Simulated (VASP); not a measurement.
Set up this calculation in VASP 6.6.1, as the native input.

```
Task                   : single point
Functional             : PBE
Potentials or basis    : VASP PAW PBE potentials, release 64 (Ba_sv, Ti_sv, O)
Cutoff                 : 520 eV
k mesh                 : 8 × 8 × 8
Occupations            : gaussian, width 0.02 eV
Spin                   : no spin polarisation
Dipole correction      : no
Further INCAR settings : ALGO = Normal; EDIFF = 1e-07; NBANDS = 28
```

The structure of BaTiO3 lies in POSCAR:

```
BaTiO3
1.0
    3.9790584249      0.0000000000      0.0000000000
    0.0000000000      3.9790584249      0.0000000000
    0.0000000000      0.0000000000      4.0496621971
Ba Ti O
1 1 3
Direct
    0.5000000000      0.5000000000      0.5000000000
    0.0000000000      0.0000000000      0.0000000000
    0.5000000000      0.0000000000      0.0000000000
    0.0000000000      0.5000000000      0.0000000000
    0.0000000000      0.0000000000      0.5000000000
```

The input as run:

INCAR

```
  PREC = Accurate
  ENCUT = 520
  EDIFF = 1E-7
  ISMEAR = 0
  SIGMA = 0.02
  LREAL = F
  LASPH = T
  NELM = 80
  ALGO = Normal
  ISIF = 2
  LWAVE = F
  LCHARG = F
  GGA = PE
  NBANDS = 28
```

KPOINTS

```
Automatic mesh
0
Gamma
  8 8 8
```

Potentials or basis: VASP PAW PBE potentials, release 64 (Ba_sv, Ti_sv, O).

Launch:

```sh
$ cat potpaw_PBE.64/Ba_sv/POTCAR potpaw_PBE.64/Ti_sv/POTCAR potpaw_PBE.64/O/POTCAR > POTCAR
$ mpirun -np 1 vasp_std > vasp.out
```

It gave:

The pressure is 4.0 GPa and the band gap on the k mesh is 1.71 eV (least direct gap 1.87 eV).

Caveat: the cell stands under pressure; spin-orbit coupling is left out, which moves the levels of the heavy elements.

It took 59 s on 1 thread of Intel(R) Xeon(R) 6975P-C (Granite Rapids), on a shared host, peak memory 0.27 GiB.
